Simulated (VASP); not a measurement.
# Mg2C (I4/mmm) in VASP: notebook

The runs below take Mg2C through single point, relaxation of cell and atoms, with PBE.

Program: VASP 6.6.1. These are calculated values, not measurements. Logs are shortened: lines on timing, memory, paths and dates and some standing lists are left out, and cuts for length are marked.

### 1 The cell of the first run

Symmetry: I4/mmm, No. 139, tetragonal system. Conventional cell: a = 4.236 Å, b = 4.236 Å, c = 6.130 Å, α = 90.00°, β = 90.00°, γ = 90.00°. Mg (site symmetry mmm) has 2 C at 2.12 Å within 2.8 Å. C (site symmetry 4/mmm) has 4 Mg at 2.12 Å within 2.8 Å.

The cell was built from a structure type or drawn by symmetry, and may not be a known phase.

### 2 Single point, PBE

Input file INCAR:

```
SYSTEM = Mg2C
PREC = Accurate ; ENCUT = 520
EDIFF = 1E-6 ; ISMEAR = 0
SIGMA = 0.1 ; LREAL = .False.
LASPH = .True. ; NELM = 80
ALGO = Normal ; ISIF = 2
LWAVE = .False. ; LCHARG = .False.
GGA = PE ; NBANDS = 11
```

Input file KPOINTS:

```
regular mesh
0
Gamma
  16 16 16
  0 0 0
```

Input file POSCAR:

```
Mg2C
1.0
   -2.1178860996      2.1178860996      3.0651079210
    2.1178860996     -2.1178860996      3.0651079210
    2.1178860996      2.1178860996     -3.0651079210
Mg C
2 1
Direct
    0.5000000000      0.0000000000      0.5000000000
    0.0000000000      0.5000000000      0.5000000000
    0.5000000000      0.5000000000      0.0000000000
```

Potentials or basis: VASP PAW PBE potentials, release 64 (Mg, C).

The run is started by

```
cat potpaw_PBE.64/Mg/POTCAR potpaw_PBE.64/C/POTCAR > POTCAR
mpirun -np 1 vasp_std > vasp.out
```

OUTCAR:

```text
SYSTEM = Mg2C
   PREC = Accurate
   ENCUT = 520
   EDIFF = 1E-6
   ISMEAR = 0
   LREAL = .False.
   LASPH = .True.
   NELM = 80
   ISIF = 2
   GGA = PE

 ion  position               nearest neighbor table
   1  0.500  0.000  0.500-   3 2.12   3 2.12   2 3.00   2 3.00   2 3.00   2 3.00   2 3.07   2 3.07

   2  0.000  0.500  0.500-   3 2.12   3 2.12   1 3.00   1 3.00   1 3.00   1 3.00   1 3.07   1 3.07

   3  0.500  0.500  0.000-   1 2.12   2 2.12   1 2.12   2 2.12

  LATTYP: Found a body centered tetragonal cell.
 ALAT       =     4.2357721992
 C/A-ratio  =     1.4472487078

  Lattice vectors:

 A1 = (  -2.1178860996,   2.1178860996,   3.0651079210)
 A2 = (   2.1178860996,  -2.1178860996,   3.0651079210)
 A3 = (   2.1178860996,   2.1178860996,  -3.0651079210)

Analysis of symmetry for initial positions (statically):
=====================================================================
 Subroutine PRICEL returns:
 Original cell was already a primitive cell.

 Routine SETGRP: Setting up the symmetry group for a
 body centered tetragonal supercell.

 Subroutine GETGRP returns: Found 16 space group operations
 (whereof 16 operations were pure point group operations)
 out of a pool of 16 trial point group operations.

The static configuration has the point symmetry D_4h.

Analysis of symmetry for dynamics (positions and initial velocities):
=====================================================================
 Subroutine PRICEL returns:
 Original cell was already a primitive cell.

 Routine SETGRP: Setting up the symmetry group for a
 body centered tetragonal supercell.

 Subroutine GETGRP returns: Found 16 space group operations
 (whereof 16 operations were pure point group operations)
 out of a pool of 16 trial point group operations.

The dynamic configuration has the point symmetry D_4h.

 Subroutine INISYM returns: Found 16 space group operations
 (whereof 16 operations are pure point group operations),
 and found     1 'primitive' translations

----------------------------------------------------------------------------------------

                                     Primitive cell

  volume of cell :      54.9934

  direct lattice vectors                    reciprocal lattice vectors
    -2.117886100  2.117886100  3.065107921     0.000000000  0.236084462  0.163126393
     2.117886100 -2.117886100  3.065107921     0.236084462  0.000000000  0.163126393
     2.117886100  2.117886100 -3.065107921     0.236084462  0.236084462  0.000000000

  length of vectors
     4.285530262  4.285530262  4.285530262     0.286960090  0.286960090  0.333873848

  position of ions in fractional coordinates (direct lattice)
     0.500000000  0.000000000  0.500000000
     0.000000000  0.500000000  0.500000000
     0.500000000  0.500000000  0.000000000

  ion indices of the primitive-cell ions
   primitive index   ion index
                 1           1
                 2           2
                 3           3

----------------------------------------------------------------------------------------

 KPOINTS: regular mesh

Automatic generation of k-mesh.
 Grid dimensions read from file:
 generate k-points for:   16   16   16

 Generating k-lattice:

  Cartesian coordinates                     Fractional coordinates (reciprocal lattice)
     0.000000000  0.014755279  0.010195400     0.062500000  0.000000000  0.000000000
     0.014755279  0.000000000  0.010195400     0.000000000  0.062500000  0.000000000
     0.014755279  0.014755279  0.000000000     0.000000000  0.000000000  0.062500000

  Length of vectors
     0.017935006  0.017935006  0.020867115

  Shift w.r.t. Gamma in fractional coordinates (k-lattice)
     0.000000000  0.000000000  0.000000000

 Subroutine IBZKPT returns following result:
 ===========================================

 Found    349 irreducible k-points:

 Following reciprocal coordinates:
            Coordinates               Weight
  0.000000  0.000000  0.000000      1.000000
  0.062500  0.000000  0.000000      8.000000
  0.125000  0.000000  0.000000      8.000000
  0.187500  0.000000  0.000000      8.000000
  0.250000  0.000000  0.000000      8.000000
  0.312500  0.000000 -0.000000      8.000000
[... 16 lines left out ...]
 -0.125000  0.062500 -0.000000     16.000000
 -0.062500  0.062500  0.000000      4.000000
 [... further k-points ...]
   k-points           NKPTS =    349   k-points in BZ     NKDIM =    349   number of bands    NBANDS=     11
   number of dos      NEDOS =    301   number of ions     NIONS =      3
   total plane-waves  NPLWV =  32768
   dimension x,y,z NGX =    32 NGY =   32 NGZ =   32
   dimension x,y,z NGXF=    64 NGYF=   64 NGZF=   64
   ions per type =               2   1
   NGX,Y,Z   is equivalent  to a cutoff of  12.41, 12.41, 12.41 a.u.
   NGXF,Y,Z  is equivalent  to a cutoff of  24.83, 24.83, 24.83 a.u.
 SYSTEM =  Mg2C
   PREC   = accura    normal or accurate (medium, high low for compatibility)
   ISTART =      0    job   : 0-new  1-cont  2-samecut
   ICHARG =      2    charge: 1-file 2-atom 10-const
   ISPIN  =      1    spin polarized calculation?
   LNONCOLLINEAR =      F non collinear calculations
   LSORBIT =      F    spin-orbit coupling
   LASPH  =      T    aspherical Exc in radial PAW
   ENCUT  =  520.0 eV  38.22 Ry    6.18 a.u.   7.97  7.97  7.97*2*pi/ulx,y,z
   NELM   =     80;   NELMIN=  2; NELMDL= -5     # of ELM steps
   EDIFF  = 0.1E-05   stopping-criterion for ELM
   LREAL  =      F    real-space projection
   EDIFFG = 0.1E-04   stopping-criterion for IOM
   NSW    =      0    number of steps for IOM
   IBRION =     -1    ionic relax: 0-MD 1-quasi-New 2-CG
   NFREE  =      0    steps in history (QN), initial steepest desc. (CG)
   ISIF   =      2    stress and relaxation
   ISYM   =      2    0-nonsym 1-usesym 2-fastsym
   POTIM  = 0.5000    time-step for ionic-motion
   TEBEG  =    0.0;   TEEND  =   0.0 temperature during run
   PSTRESS=    0.0 pullay stress
   NELECT =       8.0000    total number of electrons
   NUPDOWN=      -1.0000    fix difference up-down
   EMIN   =  10.00;   EMAX   =-10.00  energy-range for DOS
   EFERMI =   0.00;   METHOD = LEGACY
   ISMEAR =     0;   SIGMA  =   0.10  broadening in eV -4-tet -1-fermi 0-gaus
   EFERMI_NEDOS =   21; number of points for ismear=-14 and -15
   IALGO  =     38    algorithm
   IMIX   =      4    mixing-type and parameters
     AMIX     =   0.40;   BMIX     =  1.00
     AMIX_MAG =   1.60;   BMIX_MAG =  1.00
  volume/ion in A,a.u.               =      18.33       123.70
  Fermi-wavevector in a.u.,A,eV,Ry     =   0.860996  1.627047 10.086193  0.741314
  Thomas-Fermi vector in A             =   1.978584
   LORBIT       =      0    0 simple, 1 ext, 2 COOP (PROOUT), +10 PAW based schemes
   GGA     = PE    functional components
   LHFCALC =     F    Hartree Fock is set to
   AEXX    =    0.0000 exact exchange contribution
   IVDW    =     0    specifies the selected vdW correction
   LEPSILON=     F    determine dielectric tensor
   LRPA    =     F    only Hartree local field effects (RPA)
 non-spin polarized calculation
 Gauss-broadening in eV      SIGMA  =   0.10
  energy-cutoff  :      520.00
  volume of cell :       54.99
 maximum number of plane-waves:      1496
   NGX = 15   NGY = 15   NGZ = 15

 number of electron       7.9999999 magnetization

 Free energy of the ion-electron system (eV)
  ---------------------------------------------------
  ext. energy  EPLUGINS =         0.00000000
  ---------------------------------------------------
  free energy    TOTEN  =       -10.01740400 eV

  energy without entropy =      -10.01661653  energy(sigma->0) =      -10.01701027

 E-fermi :   2.4175     XC(G=0):  -8.6677

 val. band max:        2.3990300505   @ k =  -0.1875   0.1875   0.0000
 cond. band min:       2.4287058398   @ k =  -0.1875   0.1250  -0.0000
 fundamental gap:      0.0296757893
 Fermi energy:         2.4175244170

 k-point     1 :       0.0000    0.0000    0.0000
  band No.  band energies     occupation
      1      -7.7866      2.00000
      2       1.1134      2.00000
      3       1.2238      2.00000
      4       1.2238      2.00000
      5       2.8658      0.00000
      6       7.5475      0.00000
      7       8.2115      0.00000
      8       8.2115      0.00000
      9      10.0153      0.00000
     10      10.2376      0.00000
     11      10.2378      0.00000

 k-point     2 :       0.0625    0.0000    0.0000
  band No.  band energies     occupation
      1      -7.7605      2.00000
      2       0.6880      2.00000
      3       1.2133      2.00000
      4       1.5854      2.00000
      5       2.8907      0.00000
      6       7.1294      0.00000
      7       8.2433      0.00000
      8       8.6027      0.00000
      9       9.5015      0.00000
     10       9.6103      0.00000
     11      10.3207      0.00000

 k-point     3 :       0.1250    0.0000    0.0000
  band No.  band energies     occupation
      1      -7.6843      2.00000
      2       0.1833      2.00000
      3       1.1841      2.00000
      4       1.8807      2.00000
      5       2.9799      0.00000
      6       6.5773      0.00000
      7       8.2245      0.00000
      8       8.6001      0.00000
      9       9.1948      0.00000
     10       9.3828      0.00000
     11      10.2254      0.00000
[... 267 lines left out ...]
 k-point    23 :      -0.1250    0.0625   -0.0000
  band No.  band energies     occupation
      1      -7.6884      2.00000
      2       0.1809      2.00000
      3       1.1456      2.00000
      4       2.1301      1.99995
      5       2.7923      0.00000
      6       6.4920      0.00000
      7       8.0518      0.00000
      8       8.5583      0.00000
      9       9.4049      0.00000
     10       9.5826      0.00000
     11      10.4254      0.00000

 k-point    24 :      -0.0625    0.0625    0.0000
  band No.  band energies     occupation
      1      -7.7498      2.00000
      2       0.5520      2.00000
      3       1.1814      2.00000
      4       1.8258      2.00000
      5       2.8030      0.00000
      6       6.9265      0.00000
      7       8.2445      0.00000
      8       8.9099      0.00000
      9       8.9543      0.00000
     10      10.0231      0.00000
     11      10.2153      0.00000

 [... further k-points ...]

------------------------ aborting loop because EDIFF is reached ----------------------------------------

  FORCE on cell =-STRESS in cart. coord.  units (eV):
  Direction    XX          YY          ZZ          XY          YZ          ZX
  --------------------------------------------------------------------------------------
  -------------------------------------------------------------------------------------
  Total       -0.0020875     -0.0020875     -0.0261145      0.0000000      0.0000000      0.0000000
  in kB       -0.0608166     -0.0608166     -0.7608181      0.0000000      0.0000000      0.0000000
  external PRESSURE =      -0.2941504 kB  Pullay stress =       0.0000000 kB

 VOLUME and BASIS-vectors are now :
 -----------------------------------------------------------------------------
  energy-cutoff  :      520.00
  volume of cell :       54.99
      direct lattice vectors                 reciprocal lattice vectors
    -2.117886100  2.117886100  3.065107921     0.000000000  0.236084462  0.163126393
     2.117886100 -2.117886100  3.065107921     0.236084462  0.000000000  0.163126393
     2.117886100  2.117886100 -3.065107921     0.236084462  0.236084462  0.000000000

 POSITION                                       TOTAL-FORCE (eV/Angst)
 -----------------------------------------------------------------------------------
      0.00000      2.11789      0.00000         0.000000      0.000000     -0.000000
      2.11789      0.00000      0.00000         0.000000     -0.000000      0.000000
      0.00000      0.00000      3.06511        -0.000000     -0.000000      0.000000
 -----------------------------------------------------------------------------------
    total drift:                               -0.000000     -0.000000      0.000000

  FREE ENERGIE OF THE ION-ELECTRON SYSTEM (eV)
  ---------------------------------------------------
  free  energy   TOTEN  =       -10.0174040043 eV

  energy  without entropy=      -10.0166165304  energy(sigma->0) =      -10.01701027
```

Wall time 2.8 min (1 thread of Intel Xeon 8259CL, shared host); peak memory 0.35 GiB.

Results:

```
Free energy            : -10.0174 eV
Pressure               : 0.0 GPa
Band gap on the k mesh : zero (bands 4 and 5 overlap by 0.40 eV)
```

Levels at points of the mesh, in eV from the Fermi level:
```
           k point  band 1  band 2  band 3  band 4  band 5  band 6  band 7  band 8  band 9
(0.00, 0.00, 0.00)  -10.20   -1.30   -1.19   -1.19    0.45    5.13    5.79    5.79    7.60
(0.50, 0.00, 0.00)   -9.35   -4.38   -1.43   -0.44    0.89    3.19    4.26    5.36    5.92
(0.50, 0.50, 0.00)   -9.02   -4.02   -2.18   -0.83   -0.29    1.64    4.36    7.22    7.51
(0.50, 0.50, 0.50)   -9.26   -3.26   -2.13   -2.13    0.14    2.55    5.24    6.89    6.89
```

### 3 Relaxation of cell and atoms, PBE

Input file INCAR:

```
SYSTEM = Mg2C
ALGO = Normal
EDIFF = 1E-6
EDIFFG = -0.01
ENCUT = 600
GGA = PE
IBRION = 2
ISIF = 3
ISMEAR = 0
LASPH = .True.
LCHARG = .False.
LREAL = .False.
LWAVE = .False.
NELM = 80
NSW = 100
PREC = Accurate
SIGMA = 0.1
```

Input file KPOINTS:

```
k-points
0
Gamma
  16 16 16
  0 0 0
```

Input file POSCAR:

```
Mg2C
1.0
   -2.1174829098      2.1174829098      3.0690716903
    2.1174829098     -2.1174829098      3.0690716903
    2.1174829098      2.1174829098     -3.0690716903
Mg C
2 1
Direct
    0.5000000000      0.0000000000      0.5000000000
    0.0000000000      0.5000000000      0.5000000000
    0.5000000000      0.5000000000      0.0000000000
```

Potentials or basis: VASP PAW PBE potentials, release 64 (Mg, C).

The run is started by

```
cat potpaw_PBE.64/Mg/POTCAR potpaw_PBE.64/C/POTCAR > POTCAR
mpirun -np 1 vasp_std > vasp.out
```

Wall time 6.3 min (1 thread of Intel Xeon 8259CL, shared host); peak memory 0.4 GiB.

It converged, with:

```
Free energy                           : -10.0181 eV
Relaxed volume                        : 18.29 Å³/atom
Relaxed cell                          : a = 4.281 Å, b = 4.281 Å, c = 4.281 Å, α = 120.70°, β = 120.70°, γ = 88.79°
Space group after relaxing (to 0.1 Å) : I4/mmm (No. 139)
Energy gained by relaxing             : 0.0 meV/atom
Ionic steps                           : 3
Pressure after relaxing               : 0.0 GPa
Band gap on the k mesh                : zero (bands 4 and 5 overlap by 0.40 eV)
```

Final structure:
```xyz
3
Lattice="-2.1177 2.1177 3.0587 2.1177 -2.1177 3.0587 2.1177 2.1177 -3.0587" Properties=species:S:1:pos:R:3 pbc="T T T"
Mg    0.0000    2.1177    0.0000
Mg    2.1177    0.0000    0.0000
C     0.0000    0.0000    3.0587
```

Levels at points of the mesh, in eV from the Fermi level:
| k point | band 1 | band 2 | band 3 | band 4 | band 5 | band 6 | band 7 | band 8 |
| --- | --- | --- | --- | --- | --- | --- | --- | --- |
| (0.00, 0.00, 0.00) | -10.21 | -1.30 | -1.19 | -1.19 | 0.45 | 5.12 | 5.79 | 5.79 |
| (0.50, 0.00, 0.00) | -9.36 | -4.39 | -1.44 | -0.44 | 0.89 | 3.20 | 4.26 | 5.36 |
| (0.50, 0.50, 0.00) | -9.03 | -4.03 | -2.17 | -0.83 | -0.28 | 1.64 | 4.37 | 7.24 |
| (0.50, 0.50, 0.50) | -9.26 | -3.26 | -2.13 | -2.13 | 0.14 | 2.54 | 5.25 | 6.89 |
